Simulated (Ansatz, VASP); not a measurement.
# Ti2B in VASP and in Ansatz

```
Ti B
1.0
     5.57500    0.00000    0.00000
    -2.78750    4.82809    0.00000
     0.00000    0.00000    3.15519
Ti B
4 2
Cartesian
  2.7875 0.0000 0.0000
  -1.3938 2.4140 0.0000
  1.3938 2.4140 0.0000
  0.0000 0.0000 1.5776
  0.0000 3.2187 1.5776
  2.7875 1.6094 1.5776
```

Alike in both runs: functional PBE; k mesh 12 × 12 × 12; occupations gaussian, width 0.1 eV; no spin polarisation.

Ansatz relaxed the structure, and its values are those at the end. VASP's run is a single point on that final structure, the one shown.

```csv
,VASP,Ansatz
version,VASP 6.6.1,Ansatz 0.2.0
potentials or method,"VASP PAW PBE potentials, release 64 (Ti_sv, B), cutoff 520 eV","scalar-relativistic, plane waves, PAW"
valence electrons in the cell,54,54
```

|  | VASP | Ansatz | Ansatz less VASP |
| --- | --- | --- | --- |
| gap on the k mesh at the Fermi level (eV) | none | none | - |
| pressure (GPa) | -0.1 | 0.0 | +0.07 |

A gap of «none» marks a metal or a gap that the smearing closes.
